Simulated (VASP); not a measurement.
Wanted: the native input for a VASP 6.6.1 run.

```yaml
Task: single point
Functional: PBE
Potentials_or_basis: VASP PAW PBE potentials, release 64 (Lu, N_h, F_h)
Cutoff: 1350 eV
k_mesh: 2 × 3 × 2
Occupations: gaussian, width 0.15 eV
Spin: no spin polarisation
Dipole_correction: no
Further_INCAR_settings: ALGO = Normal; EDIFF = 1e-06; NBANDS = 88
```

The structure of Lu2NF3 lies in POSCAR:

```
Lu2NF3
1.0
    5.9824952823      0.0000000000      0.3472415619
    0.0000000000      3.8169588590      0.0000000000
    0.4055781443      0.0000000000      7.0452581243
Lu N F
4 2 6
Direct
    0.7507031129      0.7500000000      0.8628008130
    0.2492968871      0.2500000000      0.1371991870
    0.7164580502      0.2500000000      0.4392661931
    0.2835419498      0.7500000000      0.5607338069
    0.3589814512      0.2500000000      0.4116049783
    0.6410185488      0.7500000000      0.5883950217
    0.1345674035      0.7500000000      0.8822126933
    1.0608654089      0.7500000000      0.2921092145
    0.8654325965      0.2500000000      0.1177873067
   -0.0608654089      0.2500000000      0.7078907855
    0.5291569504      0.2500000000      0.8932273770
    0.4708430496      0.7500000000      0.1067726230
```

These files were run (other wordings do the same):

INCAR

```
PREC = Accurate ; ENCUT = 1350
EDIFF = 1E-6 ; ISMEAR = 0
SIGMA = 0.15 ; LREAL = False
LASPH = True ; NELM = 120
ALGO = Normal ; ISIF = 2
LWAVE = False ; LCHARG = True
GGA = PE ; LELF = True
LVHAR = True ; NBANDS = 88
GGA_COMPAT = False
```

KPOINTS

```
Automatic mesh
0
Gamma
  2 3 2
```

Potentials or basis: VASP PAW PBE potentials, release 64 (Lu, N_h, F_h).

The run is started by

```bash
$ cat potpaw_PBE.64/Lu/POTCAR potpaw_PBE.64/N_h/POTCAR potpaw_PBE.64/F_h/POTCAR > POTCAR
$ mpirun -np 1 vasp_std > vasp.out
```

Results of the run:

```
Pressure               : 0.5 GPa
Largest force          : 0.096 eV/Å
Band gap on the k mesh : 3.15 eV (least direct gap 3.19 eV)
```

Caveat: the k points lie up to 0.55 Å⁻¹ apart; spin-orbit coupling is left out, which moves the levels of the heavy elements.

Run time: 25 min on 1 thread of AMD EPYC 7R43 64-Core Processor (Zen 3), with other jobs on the host, peak memory 0.8 GiB.
